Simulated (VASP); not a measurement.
# MnSb4 (P4/mmm) in VASP: further runs, part 2 of 2

VASP 6.6.1. The steps go on from the part before.

**3. Single point, LDA+U, collinear spin, ferromagnetic start**

INCAR

```
  PREC = Accurate
  ENCUT = 520
  EDIFF = 1E-6
  ISMEAR = -1
  SIGMA = 0.05
  LREAL = False
  LASPH = True
  NELM = 150
  ALGO = Normal
  ISIF = 2
  LWAVE = False
  LCHARG = True
  ISPIN = 2
  MAGMOM = 0 0 0 0 4
  LORBIT = 11
  LMAXMIX = 4
  LDAU = True
  LDAUTYPE = 2
  LDAUL = -1 2
  LDAUU = 0 4
  LDAUJ = 0 0
  LDAUPRINT = 1
  LELF = True
  LVHAR = True
  NBANDS = 28
```

KPOINTS

```
regular mesh
0
Gamma
  9 9 2
```

POSCAR

```
MnSb4
1.0
    3.0805000000      0.0000000000      0.0000000000
    0.0000000000      3.0805000000      0.0000000000
    0.0000000000      0.0000000000     14.9942030000
Sb Mn
4 1
Direct
    0.0000000000      0.0000000000      0.8196820000
    0.0000000000      0.0000000000      0.6005510000
    0.0000000000      0.0000000000      0.3994490000
    0.0000000000      0.0000000000      0.1803180000
    0.0000000000      0.0000000000      0.0000000000
```

Potentials or basis: VASP PAW LDA potentials, release 64 (Sb, Mn_pv).

Run with:

```sh
$ cat potpaw_LDA.64/Sb/POTCAR potpaw_LDA.64/Mn_pv/POTCAR > POTCAR
$ mpirun -np 1 vasp_std > vasp.out
```

OUTCAR:

```text
PREC = Accurate
   ENCUT = 520
   EDIFF = 1E-6
   ISMEAR = -1
   LREAL = False
   LASPH = True
   NELM = 150
   ISIF = 2
   ISPIN = 2
   LORBIT = 11

 ion  position               nearest neighbor table
   1  0.000  0.000  0.820-   5 2.70   2 3.29
   2  0.000  0.000  0.601-   3 3.02   1 3.29
   3  0.000  0.000  0.399-   2 3.02   4 3.29
   4  0.000  0.000  0.180-   5 2.70   3 3.29
   5  0.000  0.000  0.000-   1 2.70   4 2.70

  LATTYP: Found a simple tetragonal cell.
 ALAT       =     3.0805000000
 C/A-ratio  =     4.8674575556

  Lattice vectors:

 A1 = (   3.0805000000,   0.0000000000,   0.0000000000)
 A2 = (   0.0000000000,   3.0805000000,   0.0000000000)
 A3 = (   0.0000000000,   0.0000000000,  14.9942030000)

Analysis of symmetry for initial positions (statically):
=====================================================================
 Subroutine PRICEL returns:
 Original cell was already a primitive cell.

 Routine SETGRP: Setting up the symmetry group for a
 simple tetragonal supercell.

 Subroutine GETGRP returns: Found 16 space group operations
 (whereof 16 operations were pure point group operations)
 out of a pool of 16 trial point group operations.

The static configuration has the point symmetry D_4h.

Analysis of symmetry for dynamics (positions and initial velocities):
=====================================================================
 Subroutine PRICEL returns:
 Original cell was already a primitive cell.

 Routine SETGRP: Setting up the symmetry group for a
 simple tetragonal supercell.

 Subroutine GETGRP returns: Found 16 space group operations
 (whereof 16 operations were pure point group operations)
 out of a pool of 16 trial point group operations.

The dynamic configuration has the point symmetry D_4h.

Analysis of structural, dynamic, and magnetic symmetry:
=====================================================================
 Subroutine PRICEL returns:
 Original cell was already a primitive cell.

 Routine SETGRP: Setting up the symmetry group for a
 simple tetragonal supercell.

 Subroutine GETGRP returns: Found 16 space group operations
 (whereof 16 operations were pure point group operations)
 out of a pool of 16 trial point group operations.

The overall configuration has the point symmetry D_4h.

 Subroutine INISYM returns: Found 16 space group operations
 (whereof 16 operations are pure point group operations),
 and found     1 'primitive' translations

[... 126 lines left out ...]
   angular momentum for each species LDAUL =    -1    2
   U (eV)           for each species LDAUU =   0.0  4.0
   J (eV)           for each species LDAUJ =   0.0  0.0
   GGA     = CA    functional components
   LHFCALC =     F    Hartree Fock is set to
   AEXX    =    0.0000 exact exchange contribution
   IVDW    =     0    specifies the selected vdW correction
   LEPSILON=     F    determine dielectric tensor
   LRPA    =     F    only Hartree local field effects (RPA)
 spin polarized calculation
  energy-cutoff  :      520.00
  volume of cell :      142.29
 maximum number of plane-waves:      3866
 NGX is ok and might be reduce to    24
   NGX = 11   NGY = 11   NGZ = 55

atom =   5  type =  2  l = 2

 onsite density matrix

spin component  1

  0.9271  0.0000  0.0000  0.0000  0.0000
  0.0000  0.9240 -0.0000  0.0000  0.0000
  0.0000 -0.0000  0.8958  0.0000  0.0000
  0.0000  0.0000  0.0000  0.9240 -0.0000
  0.0000  0.0000  0.0000 -0.0000  0.9196

spin component  2

  0.0188  0.0000  0.0000  0.0000 -0.0000
  0.0000  0.0291  0.0000  0.0000 -0.0000
  0.0000  0.0000  0.1988  0.0000 -0.0000
  0.0000  0.0000  0.0000  0.0291  0.0000
 -0.0000 -0.0000 -0.0000  0.0000  0.0251

 occupancies and eigenvectors

  o =  0.0188  v =  0.0000  0.0000  0.0000  0.0000  0.0000  1.0000  0.0000  0.0000  0.0000  0.0000      0.0000  0.0000  0.0000  0.0000  0.0000  0.0000  0.0000  0.0000  0.0000  0.0000
  o =  0.0251  v =  0.0000  0.0000  0.0000  0.0000  0.0000  0.0000  0.0000  0.0000 -0.0000  1.0000      0.0000  0.0000  0.0000  0.0000  0.0000  0.0000  0.0000  0.0000  0.0000  0.0000
  o =  0.0291  v =  0.0000  0.0000  0.0000  0.0000  0.0000  0.0000  0.0061 -0.0000  1.0000  0.0000      0.0000  0.0000  0.0000  0.0000  0.0000  0.0000  0.0000  0.0000  0.0000  0.0000
  o =  0.0291  v =  0.0000  0.0000  0.0000  0.0000  0.0000  0.0000 -1.0000 -0.0000  0.0061  0.0000      0.0000  0.0000  0.0000  0.0000  0.0000  0.0000  0.0000  0.0000  0.0000  0.0000
  o =  0.1988  v =  0.0000  0.0000  0.0000  0.0000  0.0000  0.0000  0.0000 -1.0000  0.0000  0.0000      0.0000  0.0000  0.0000  0.0000  0.0000  0.0000  0.0000  0.0000  0.0000  0.0000
  o =  0.8958  v =  0.0000  0.0000 -1.0000  0.0000  0.0000  0.0000  0.0000  0.0000  0.0000  0.0000      0.0000  0.0000  0.0000  0.0000  0.0000  0.0000  0.0000  0.0000  0.0000  0.0000
  o =  0.9196  v =  0.0000  0.0000 -0.0000  0.0000 -1.0000  0.0000  0.0000  0.0000  0.0000  0.0000      0.0000  0.0000  0.0000  0.0000  0.0000  0.0000  0.0000  0.0000  0.0000  0.0000
  o =  0.9240  v =  0.0000 -0.9998 -0.0000  0.0176 -0.0000  0.0000  0.0000  0.0000  0.0000  0.0000      0.0000  0.0000  0.0000  0.0000  0.0000  0.0000  0.0000  0.0000  0.0000  0.0000
  o =  0.9240  v =  0.0000 -0.0176 -0.0000 -0.9998 -0.0000  0.0000  0.0000  0.0000  0.0000  0.0000      0.0000  0.0000  0.0000  0.0000  0.0000  0.0000  0.0000  0.0000  0.0000  0.0000
  o =  0.9271  v =  1.0000  0.0000  0.0000  0.0000  0.0000  0.0000  0.0000  0.0000  0.0000  0.0000      0.0000  0.0000  0.0000  0.0000  0.0000  0.0000  0.0000  0.0000  0.0000  0.0000

 number of electron      33.0000000 magnetization       4.5533152

 Free energy of the ion-electron system (eV)
  ---------------------------------------------------
  ext. energy  EPLUGINS =         0.00000000
  ---------------------------------------------------
  free energy    TOTEN  =       -25.20550625 eV

  energy without entropy =      -25.17915661  energy(sigma->0) =      -25.19233143

 E-fermi :   6.5675     XC(G=0):  -9.8377

 val. band max:        6.5548630809   @ k =   0.4444   0.3333   0.5000
 cond. band min:       6.5858179489   @ k =   0.2222   0.0000   0.0000
 fundamental gap:      0.0309548680
 Fermi energy:         6.5674875364

 spin component 1

 k-point     1 :       0.0000    0.0000    0.0000
  band No.  band energies     occupation
      1     -44.0881      1.00000
      2     -44.0881      1.00000
      3     -43.8444      1.00000
      4      -5.7563      1.00000
      5      -5.0946      1.00000
      6      -4.8818      1.00000
[... 1481 lines left out ...]
     27      11.9947      0.00000
     28      12.9159      0.00000

 [... further k-points ...]
[... 5 lines left out ...]
  --------------------------------------------------------------------------------------
  -------------------------------------------------------------------------------------
  Total       -1.9368897     -1.9368897     -2.3465577      0.0000000      0.0000000      0.0000000
  in kB      -21.8096981    -21.8096981    -26.4226277      0.0000000      0.0000000      0.0000000
  external PRESSURE =     -23.3473413 kB  Pullay stress =       0.0000000 kB

 VOLUME and BASIS-vectors are now :
 -----------------------------------------------------------------------------
  energy-cutoff  :      520.00
  volume of cell :      142.29
      direct lattice vectors                 reciprocal lattice vectors
     3.080500000  0.000000000  0.000000000     0.324622626  0.000000000  0.000000000
     0.000000000  3.080500000  0.000000000     0.000000000  0.324622626  0.000000000
     0.000000000  0.000000000 14.994203000     0.000000000  0.000000000  0.066692441

 POSITION                                       TOTAL-FORCE (eV/Angst)
 -----------------------------------------------------------------------------------
      0.00000      0.00000     12.29048         0.000000      0.000000     -0.350990
      0.00000      0.00000      9.00478        -0.000000     -0.000000     -0.011254
      0.00000      0.00000      5.98942         0.000000     -0.000000      0.011254
      0.00000      0.00000      2.70372         0.000000      0.000000      0.350990
      0.00000      0.00000      0.00000         0.000000      0.000000      0.000000
 -----------------------------------------------------------------------------------
    total drift:                               -0.000000      0.000000     -0.000000

  FREE ENERGIE OF THE ION-ELECTRON SYSTEM (eV)
  ---------------------------------------------------
  free  energy   TOTEN  =       -25.2055062530 eV

  energy  without entropy=      -25.1791566112  energy(sigma->0) =      -25.19233143

 total charge

# of ion       s       p       d       tot
------------------------------------------
    1        1.214   1.177   0.038   2.428
    2        1.225   1.127   0.039   2.391
    3        1.225   1.127   0.039   2.391
    4        1.214   1.177   0.038   2.428
    5        0.352   6.149   4.875  11.376
--------------------------------------------------
tot          5.230  10.756   5.027  21.014

 magnetization (x)

# of ion       s       p       d       tot
------------------------------------------
    1        0.001  -0.023   0.001  -0.021
    2       -0.001   0.004  -0.000   0.003
    3       -0.001   0.004  -0.000   0.003
    4        0.001  -0.023   0.001  -0.021
    5        0.035   0.024   4.279   4.338
--------------------------------------------------
tot          0.033  -0.013   4.282   4.302
```

Run time: 6.5 min. Hardware: 1 thread of Oxide Virtual Turin-like, shared host; peak memory 0.29 GiB.

Results:

```yaml
Free_energy: -25.2055 eV
Pressure: -2.3 GPa
Largest_force: 0.351 eV/Å
Net_moment: 4.55 μB per cell
Site_moments: Sb -0.02, +0.00; Mn +4.34 μB
Valence_electrons_inside_the_program's_atomic_spheres: Sb 2.43, 2.39; Mn 11.38
```

Forces in eV/Å, atoms in the order of the input:
```
Sb   0.000  0.000 -0.351
Sb   0.000  0.000 -0.011
Sb   0.000  0.000  0.011
Sb   0.000  0.000  0.351
Mn   0.000  0.000  0.000
```

Levels at points of the mesh, in eV from the Fermi level:
Spin up:
| k point | band 17 | band 18 | band 19 | band 20 | band 21 | band 22 |
| --- | --- | --- | --- | --- | --- | --- |
| (0.00, 0.00, 0.00) | 1.20 | 3.50 | 3.50 | 4.15 | 4.15 | 4.31 |
| (0.00, 0.00, 0.50) | 2.72 | 3.52 | 3.52 | 4.00 | 4.00 | 4.49 |
Spin down:
```tsv
k point	band 10	band 11	band 12	band 13	band 14	band 15	band 16	band 17	band 18	band 19
(0.00, 0.00, 0.00)	-3.63	-0.87	0.72	0.76	2.18	2.18	2.89	2.94	3.51	3.51
(0.00, 0.00, 0.50)	-2.07	-1.74	0.54	0.76	2.18	2.18	2.89	3.56	3.56	3.88
```

Eigenvalues of the final occupation matrices:
| site | spin | trace | eigenvalues |
| --- | --- | --- | --- |
| site 5 d | 1 | 4.59 | 0.90 0.92 0.92 0.92 0.93 |
| site 5 d | 2 | 0.30 | 0.02 0.03 0.03 0.03 0.20 |

Caveat: spin-orbit coupling is left out, which moves the levels of the heavy elements; a cell with one magnetic atom can't hold antiferromagnetic order, which such compounds often take; the U is typed as a test and isn't derived for this compound. The state reached can hang on the start; a lower one may exist.
